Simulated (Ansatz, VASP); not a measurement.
# Two plane-wave programs on LiPS3

```
Li P S
1.0
     1.57843   -6.01402    0.00000
     1.57843    6.01402    0.00000
     0.00000    0.00000    8.84166
Li P S
2 2 6
Cartesian
  1.5784 2.7052 6.6312
  1.5784 -2.7052 2.2104
  0.0000 0.0000 4.4208
  0.0000 0.0000 0.0000
  1.5784 -1.5707 4.8167
  1.5784 1.5707 0.3959
  1.5784 1.5707 4.0249
  1.5784 -1.5707 8.4458
  1.5784 -5.2181 6.6312
  1.5784 5.2181 2.2104
```

Alike in both runs: functional PBE; k mesh 6 × 6 × 2; occupations gaussian, width 0.1 eV; no spin polarisation.

Ansatz relaxed the structure, and its values are those at the end. VASP's run is a single point on that final structure, the one shown.

|  | VASP | Ansatz |
| --- | --- | --- |
| version | VASP 6.6.1 | Ansatz 0.2.0 |
| potentials or method | VASP PAW PBE potentials, release 64 (Li_sv, P, S), cutoff 520 eV | scalar-relativistic, plane waves, PAW |
| valence electrons in the cell | 52 | 52 |

Ansatz gave:

```
gap on the k mesh at the Fermi level (eV) : none
rms of the force components (eV/Å)        : 0.003
```

**Question.** What did VASP give for the same quantities?

**Answer.** gap on the k mesh at the Fermi level (eV): none; rms of the force components (eV/Å): 0.017.

A gap of «none» marks a metal or a gap that the smearing closes.

Noted on VASP's run: the cutoff is under 1.25 times that of the potentials, so the pressure is a little rough.
